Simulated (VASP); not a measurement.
# K (P-1) in VASP: single point with PBEsol

Aim: the single point of K with PBEsol.

All numbers are computed with VASP 6.6.1; they aren't measurements. Logs are shortened: lines on timing, memory, paths and dates and some standing lists are left out, and cuts for length are marked.

### 1 The cell of the first run

The typed cell holds 1 atom: a = 4.596 Å, b = 4.589 Å, c = 4.635 Å, α = 109.45°, β = 109.98°, γ = 109.32°.

### 2 Single point, PBEsol (the cell strained at random)

Input file INCAR:

```
SYSTEM = K
PREC = Accurate
ENCUT = 520
EDIFF = 1E-6
ISMEAR = 0
SIGMA = 0.1
LREAL = .False.
LASPH = .True.
NELM = 100
ALGO = Fast
ISIF = 2
LWAVE = .False.
LCHARG = .False.
GGA = PS
NBANDS = 10
```

Input file KPOINTS:

```
regular mesh
0
Gamma
  10 10 10
  0 0 0
```

Input file POSCAR:

```
K
1.0
   -2.6699673000      2.6311161800      2.6594691200
    2.6437873000     -2.6512747800      2.6534477200
    2.6832143800      2.6645218600     -2.6796277200
K
1
Direct
    0.0000000000      0.0000000000      0.0000000000
```

Potentials or basis: VASP PAW PBE potentials, release 64 (K_sv).

On the command line:

```
cat potpaw_PBE.64/K_sv/POTCAR > POTCAR
mpirun -np 1 vasp_std > vasp.out
```

OUTCAR:

```text
SYSTEM = K
   PREC = Accurate
   ENCUT = 520
   EDIFF = 1E-6
   ISMEAR = 0
   LREAL = .False.
   LASPH = .True.
   NELM = 100
   ISIF = 2
   GGA = PS

 ion  position               nearest neighbor table
   1  0.000  0.000  0.000-

  LATTYP: Found a triclinic cell.
 ALAT       =     4.5811243529
 B/A-ratio  =     1.6312357256
 C/A-ratio  =     1.0017365861
 COS(alpha) =     0.0006741704
 COS(beta)  =     0.3330136836
 COS(gamma) =     0.8136085683

  Lattice vectors:

 A1 = (   2.6570343800,   2.6443632600,   2.6332891200)
 A2 = (  -0.0129329200,   5.2754794400,   5.2927582400)
 A3 = (   2.6437873000,  -2.6512747800,   2.6534477200)

Analysis of symmetry for initial positions (statically):
=====================================================================
 Subroutine PRICEL returns:
 Original cell was already a primitive cell.

 Routine SETGRP: Setting up the symmetry group for a
 triclinic supercell.

 Subroutine GETGRP returns: Found  2 space group operations
 (whereof  2 operations were pure point group operations)
 out of a pool of  2 trial point group operations.

The static configuration has the point symmetry S_2 .

Analysis of symmetry for dynamics (positions and initial velocities):
=====================================================================
 Subroutine PRICEL returns:
 Original cell was already a primitive cell.

 Routine SETGRP: Setting up the symmetry group for a
 triclinic supercell.

 Subroutine GETGRP returns: Found  2 space group operations
 (whereof  2 operations were pure point group operations)
 out of a pool of  2 trial point group operations.

The dynamic configuration has the point symmetry S_2 .

 Subroutine INISYM returns: Found  2 space group operations
 (whereof  2 operations are pure point group operations),
 and found     1 'primitive' translations

----------------------------------------------------------------------------------------

                                     Primitive cell

  volume of cell :      74.9350

  direct lattice vectors                    reciprocal lattice vectors
    -2.669967300  2.631116180  2.659469120     0.000457195  0.189552749  0.188941991
     2.643787300 -2.651274780  2.653447720     0.188651844  0.000248116  0.189151070
     2.683214380  2.664521860 -2.679627720     0.187262469  0.188372453  0.001637492

  length of vectors
     4.596115070  4.589079870  4.634621977     0.267636937  0.267147351  0.265620207

  position of ions in fractional coordinates (direct lattice)
     0.000000000  0.000000000  0.000000000

  ion indices of the primitive-cell ions
   primitive index   ion index
                 1           1

----------------------------------------------------------------------------------------

 KPOINTS: regular mesh

Automatic generation of k-mesh.
 Grid dimensions read from file:
 generate k-points for:   10   10   10

 Generating k-lattice:

  Cartesian coordinates                     Fractional coordinates (reciprocal lattice)
     0.000045720  0.018955275  0.018894199     0.100000000  0.000000000 -0.000000000
     0.018865184  0.000024812  0.018915107    -0.000000000  0.100000000  0.000000000
     0.018726247  0.018837245  0.000163749     0.000000000 -0.000000000  0.100000000

  Length of vectors
     0.026763694  0.026714735  0.026562021

  Shift w.r.t. Gamma in fractional coordinates (k-lattice)
     0.000000000  0.000000000  0.000000000

 Subroutine IBZKPT returns following result:
 ===========================================

 Found    504 irreducible k-points:

 Following reciprocal coordinates:
            Coordinates               Weight
  0.000000  0.000000  0.000000      1.000000
  0.100000 -0.000000 -0.000000      2.000000
  0.200000 -0.000000 -0.000000      2.000000
  0.300000 -0.000000 -0.000000      2.000000
  0.400000  0.000000 -0.000000      2.000000
  0.500000  0.000000 -0.000000      1.000000
[... 16 lines left out ...]
 -0.400000  0.200000  0.000000      2.000000
 -0.300000  0.200000 -0.000000      2.000000
 [... further k-points ...]
   k-points           NKPTS =    504   k-points in BZ     NKDIM =    504   number of bands    NBANDS=     10
   number of dos      NEDOS =    301   number of ions     NIONS =      1
   total plane-waves  NPLWV =  46656
   dimension x,y,z NGX =    36 NGY =   36 NGZ =   36
   dimension x,y,z NGXF=    72 NGYF=   72 NGZF=   72
   ions per type =               1
   NGX,Y,Z   is equivalent  to a cutoff of  13.02, 13.04, 12.91 a.u.
   NGXF,Y,Z  is equivalent  to a cutoff of  26.04, 26.08, 25.83 a.u.
 SYSTEM =  K
   PREC   = accura    normal or accurate (medium, high low for compatibility)
   ISTART =      0    job   : 0-new  1-cont  2-samecut
   ICHARG =      2    charge: 1-file 2-atom 10-const
   ISPIN  =      1    spin polarized calculation?
   LNONCOLLINEAR =      F non collinear calculations
   LSORBIT =      F    spin-orbit coupling
   LASPH  =      T    aspherical Exc in radial PAW
   ENCUT  =  520.0 eV  38.22 Ry    6.18 a.u.   8.55  8.53  8.62*2*pi/ulx,y,z
   NELM   =    100;   NELMIN=  2; NELMDL= -5     # of ELM steps
   EDIFF  = 0.1E-05   stopping-criterion for ELM
   LREAL  =      F    real-space projection
   EDIFFG = 0.1E-04   stopping-criterion for IOM
   NSW    =      0    number of steps for IOM
   IBRION =     -1    ionic relax: 0-MD 1-quasi-New 2-CG
   NFREE  =      0    steps in history (QN), initial steepest desc. (CG)
   ISIF   =      2    stress and relaxation
   ISYM   =      2    0-nonsym 1-usesym 2-fastsym
   POTIM  = 0.5000    time-step for ionic-motion
   TEBEG  =    0.0;   TEEND  =   0.0 temperature during run
   PSTRESS=    0.0 pullay stress
   NELECT =       9.0000    total number of electrons
   NUPDOWN=      -1.0000    fix difference up-down
   EMIN   =  10.00;   EMAX   =-10.00  energy-range for DOS
   EFERMI =   0.00;   METHOD = LEGACY
   ISMEAR =     0;   SIGMA  =   0.10  broadening in eV -4-tet -1-fermi 0-gaus
   EFERMI_NEDOS =   21; number of points for ismear=-14 and -15
   IALGO  =     68    algorithm
   IMIX   =      4    mixing-type and parameters
     AMIX     =   0.40;   BMIX     =  1.00
     AMIX_MAG =   1.60;   BMIX_MAG =  1.00
  volume/ion in A,a.u.               =      74.93       505.69
  Fermi-wavevector in a.u.,A,eV,Ry     =   0.807720  1.526369  8.876596  0.652411
  Thomas-Fermi vector in A             =   1.916392
   LORBIT       =      0    0 simple, 1 ext, 2 COOP (PROOUT), +10 PAW based schemes
   GGA     = PS    functional components
   LHFCALC =     F    Hartree Fock is set to
   AEXX    =    0.0000 exact exchange contribution
   IVDW    =     0    specifies the selected vdW correction
   LEPSILON=     F    determine dielectric tensor
   LRPA    =     F    only Hartree local field effects (RPA)
 non-spin polarized calculation
 RMM-DIIS sequential band-by-band and
 Gauss-broadening in eV      SIGMA  =   0.10
  energy-cutoff  :      520.00
  volume of cell :       74.93
 maximum number of plane-waves:      2032
 NGX is ok and might be reduce to    36
   NGX = 17   NGY = 17   NGZ = 17

 number of electron       9.0000001 magnetization

 Free energy of the ion-electron system (eV)
  ---------------------------------------------------
  ext. energy  EPLUGINS =         0.00000000
  ---------------------------------------------------
  free energy    TOTEN  =        -1.13045461 eV

  energy without entropy =       -1.12518078  energy(sigma->0) =       -1.12781769

 E-fermi :  -0.2086     XC(G=0):  -5.6503

 val. band max:       -0.2110146156   @ k =   0.2000   0.5000   0.3000
 cond. band min:      -0.2084174848   @ k =   0.0000   0.5000   0.2000
 fundamental gap:      0.0025971307
 Fermi energy:        -0.2085686180

 k-point     1 :       0.0000    0.0000    0.0000
  band No.  band energies     occupation
      1     -32.2131      2.00000
      2     -15.7241      2.00000
      3     -15.7239      2.00000
      4     -15.7238      2.00000
      5      -2.3378      2.00000
      6       4.0437      0.00000
      7       4.0585      0.00000
      8       4.1080      0.00000
      9       4.9652      0.00000
     10       4.9981      0.00000

 k-point     2 :       0.1000   -0.0000   -0.0000
  band No.  band energies     occupation
      1     -32.2128      2.00000
      2     -15.7302      2.00000
      3     -15.7261      2.00000
      4     -15.7240      2.00000
      5      -2.2141      2.00000
      6       3.8924      0.00000
      7       3.9234      0.00000
      8       4.1430      0.00000
      9       4.7818      0.00000
     10       4.9333      0.00000

 k-point     3 :       0.2000   -0.0000   -0.0000
  band No.  band energies     occupation
      1     -32.2118      2.00000
      2     -15.7467      2.00000
      3     -15.7317      2.00000
      4     -15.7240      2.00000
      5      -1.8508      2.00000
      6       3.1968      0.00000
      7       3.5703      0.00000
      8       4.4273      0.00000
      9       4.7404      0.00000
     10       4.8951      0.00000

 k-point     4 :       0.3000   -0.0000   -0.0000
  band No.  band energies     occupation
      1     -32.2106      2.00000
      2     -15.7668      2.00000
      3     -15.7387      2.00000
      4     -15.7239      2.00000
      5      -1.2709      2.00000
      6       2.2826      0.00000
      7       3.2359      0.00000
      8       4.8120      0.00000
      9       4.8753      0.00000
     10       4.9692      0.00000
[... 222 lines left out ...]
 k-point    22 :       0.5000    0.2000    0.0000
  band No.  band energies     occupation
      1     -32.2092      2.00000
      2     -15.7783      2.00000
      3     -15.7506      2.00000
      4     -15.7304      2.00000
      5      -0.1999      0.90225
      6       1.5163      0.00000
      7       2.3383      0.00000
      8       4.4086      0.00000
      9       4.8813      0.00000
     10       5.5050      0.00000

 k-point    23 :      -0.4000    0.2000    0.0000
  band No.  band energies     occupation
      1     -32.2100      2.00000
      2     -15.7705      2.00000
      3     -15.7418      2.00000
      4     -15.7294      2.00000
      5      -0.9375      2.00000
      6       2.2279      0.00000
      7       2.6882      0.00000
      8       4.6270      0.00000
      9       4.6969      0.00000
     10       5.4237      0.00000

 k-point    24 :      -0.3000    0.2000   -0.0000
  band No.  band energies     occupation
      1     -32.2110      2.00000
      2     -15.7585      2.00000
      3     -15.7350      2.00000
      4     -15.7263      2.00000
      5      -1.5013      2.00000
      6       2.7258      0.00000
      7       3.2258      0.00000
      8       4.5807      0.00000
      9       4.6475      0.00000
     10       5.2002      0.00000

 [... further k-points ...]

------------------------ aborting loop because EDIFF is reached ----------------------------------------

  FORCE on cell =-STRESS in cart. coord.  units (eV):
  Direction    XX          YY          ZZ          XY          YZ          ZX
  --------------------------------------------------------------------------------------
  -------------------------------------------------------------------------------------
  Total       -0.0865783     -0.0896415     -0.0881414     -0.0052787      0.0078934      0.0104904
  in kB       -1.8511211     -1.9166160     -1.8845422     -0.1128624      0.1687669      0.2242947
  external PRESSURE =      -1.8840931 kB  Pullay stress =       0.0000000 kB

 VOLUME and BASIS-vectors are now :
 -----------------------------------------------------------------------------
  energy-cutoff  :      520.00
  volume of cell :       74.93
      direct lattice vectors                 reciprocal lattice vectors
    -2.669967300  2.631116180  2.659469120     0.000457195  0.189552749  0.188941991
     2.643787300 -2.651274780  2.653447720     0.188651844  0.000248116  0.189151070
     2.683214380  2.664521860 -2.679627720     0.187262469  0.188372453  0.001637492

 POSITION                                       TOTAL-FORCE (eV/Angst)
 -----------------------------------------------------------------------------------
      0.00000      0.00000      0.00000        -0.000000      0.000000      0.000000
 -----------------------------------------------------------------------------------
    total drift:                               -0.000000      0.000000      0.000000

  FREE ENERGIE OF THE ION-ELECTRON SYSTEM (eV)
  ---------------------------------------------------
  free  energy   TOTEN  =        -1.1304546065 eV

  energy  without entropy=       -1.1251807800  energy(sigma->0) =       -1.12781769
```

It took 1.8 min on 1 thread of Intel Xeon 6975P-C (Granite Rapids), shared host; peak memory 0.47 GiB.

What came out:

| Property | Result |
| --- | --- |
| Free energy | -1.1305 eV |
| Pressure | -0.2 GPa |
| Band gap on the k mesh | zero (an odd number of electrons rules out a gap without spin polarisation) |

Levels at points of the mesh, in eV from the Fermi level:
| k point | band 2 | band 3 | band 4 | band 5 | band 6 | band 7 | band 8 | band 9 |
| --- | --- | --- | --- | --- | --- | --- | --- | --- |
| (0.00, 0.00, 0.00) | -15.52 | -15.52 | -15.52 | -2.13 | 4.25 | 4.27 | 4.32 | 5.17 |
| (0.50, 0.00, 0.00) | -15.58 | -15.54 | -15.52 | 0.47 | 0.71 | 3.14 | 4.83 | 5.70 |
| (0.00, 0.50, 0.00) | -15.58 | -15.54 | -15.51 | 0.46 | 0.70 | 3.17 | 4.80 | 5.68 |
| (0.50, 0.50, 0.00) | -15.58 | -15.54 | -15.52 | 0.46 | 0.69 | 3.16 | 4.83 | 5.70 |
| (0.00, 0.00, 0.50) | -15.58 | -15.54 | -15.52 | 0.44 | 0.67 | 3.16 | 4.85 | 5.73 |
| (0.50, 0.00, 0.50) | -15.58 | -15.54 | -15.52 | 0.42 | 0.65 | 3.18 | 4.85 | 5.74 |
| (0.00, 0.50, 0.50) | -15.58 | -15.54 | -15.52 | 0.44 | 0.67 | 3.15 | 4.87 | 5.74 |
| (0.50, 0.50, 0.50) | -15.56 | -15.56 | -15.56 | 1.68 | 1.70 | 3.39 | 3.42 | 3.46 |

Caveat: the cell differs from its parent crystal (the cell strained at random); the PAW data sets were made with another functional, which shifts forces and pressure a little.
